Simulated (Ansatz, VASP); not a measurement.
**Au: VASP beside Ansatz**

Contents of POSCAR:

```
Au
1.0
   -1.6234376908      1.6234376908      1.6234376908
    1.6234376908     -1.6234376908      1.6234376908
    1.6234376908      1.6234376908     -1.6234376908
Au
1
Direct
    0.0000000000      0.0000000000      0.0000000000
```

Contents of INCAR.step1:

```
SYSTEM = Au
ALGO = Normal
EDIFF = 1E-4
ENCUT = 520
GGA = PE
ISMEAR = -1
LASPH = .True.
LCHARG = .False.
LREAL = .False.
LWAVE = .True.
NBANDS = 12
NELM = 80
PREC = Accurate
SIGMA = 0.05
```

Contents of INCAR.step2:

```
SYSTEM = Au
ALGO = Normal
EDIFF = 1E-6
ENCUT = 520
ISIF = 2
ISMEAR = -1
ISTART = 1
LASPH = .True.
LCHARG = .False.
LMIXTAU = .True.
LREAL = .False.
LWAVE = .False.
METAGGA = R2SCAN
NBANDS = 12
NELM = 80
PREC = Accurate
SIGMA = 0.05
```

File KPOINTS:

```
k-points
0
Gamma
  11 11 11
  0 0 0
```

Contents of input.yaml:

```yaml
crystal:
  lattice:
    - [-1.6234376908, 1.6234376908, 1.6234376908]
    - [1.6234376908, -1.6234376908, 1.6234376908]
    - [1.6234376908, 1.6234376908, -1.6234376908]
  atoms:
    - { symbol: Au, position: [0.0, 0.0, 0.0] }
hamiltonian:
  xc: r2scan
  pseudopotentials: { kind: paw }
kpoints:
  mp_grid: { grid: [11, 11, 11] }
scf:
  occupations: { method: fermi_dirac, width: 0.05 }
output:
  forces: true
  stress: true
  eigenvalues: true
```

Alike in both runs: task single point; functional r2SCAN; k mesh 11 × 11 × 11; occupations fermi-dirac, width 0.05 eV; no spin polarisation.

|  | VASP | Ansatz |
| --- | --- | --- |
| version | VASP 6.6.1 | Ansatz 0.2.0 |
| potentials or method | VASP PAW PBE potentials, release 64 (Au) | Ansatz PAW |
| plane-wave cutoff (eV) | 520 | 500 |
| valence electrons in the cell | 11 | 19 |

VASP gave:

| Property | Result |
| --- | --- |
| gap on the k mesh at the Fermi level (eV) | none |
| pressure (GPa) | 5.4 |

Estimate Ansatz's values.

gap on the k mesh at the Fermi level (eV): none; pressure (GPa): 5.1.

VASP's potentials were made for PBE, not for r2SCAN. A gap of «none» marks a metal or a gap that the smearing closes. VASP's potentials hold 11 valence electrons a cell and Ansatz's 19, so a difference there can come from the potentials and not from the codes.

Neither program's run includes spin-orbit coupling.
